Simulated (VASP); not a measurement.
Runs of VASP 6.6.1 on ScAl2. The structure is that of space group R-3m (No. 166), or close to it. The cells are those of the table. 

```tsv
cell	further INCAR settings	gap on the mesh (eV)	pressure (GPa)	largest force (eV/Å)
a = 5.535, b = 5.535, c = 5.310 Å, angles 58.6, 58.6, 60.0°, 6 atoms	ALGO = Fast; EDIFF = 1e-06; NBANDS = 26	none	(a)	0.02
a = 5.109, b = 5.109, c = 5.339 Å, angles 61.4, 61.4, 60.0°, 6 atoms	ALGO = Fast; EDIFF = 1e-06; NBANDS = 26	none	6.7	-
a = 5.535, b = 5.535, c = 5.331 Å, angles 58.7, 58.7, 60.0°, 6 atoms	ALGO = Fast; EDIFF = 1e-06; NBANDS = 26	none	-4.5	-
a = 5.642, b = 5.642, c = 5.306 Å, angles 57.9, 57.9, 60.0°, 6 atoms	ALGO = Fast; EDIFF = 1e-06; NBANDS = 26	none	-5.4	(b)
a = 5.642, b = 5.642, c = 5.343 Å, angles 58.1, 58.1, 60.0°, 6 atoms	ALGO = Fast; EDIFF = 1e-07; NBANDS = 26	none	-6.2	-
```

Alike in all rows: task single point; level PBEsol; potentials or basis VASP PAW PBE potentials, release 64 (Sc_sv, Al); no spin polarisation; k mesh 8 × 8 × 8; cutoff (eV) 520; smearing gaussian 0.1 eV.

Estimate the missing entries.

(a) -4.0; (b) 0.01.

Caveats: the PAW data sets were made with another functional, which shifts forces and pressure a little.

A gap of «none» marks levels without a gap at the run's occupations.
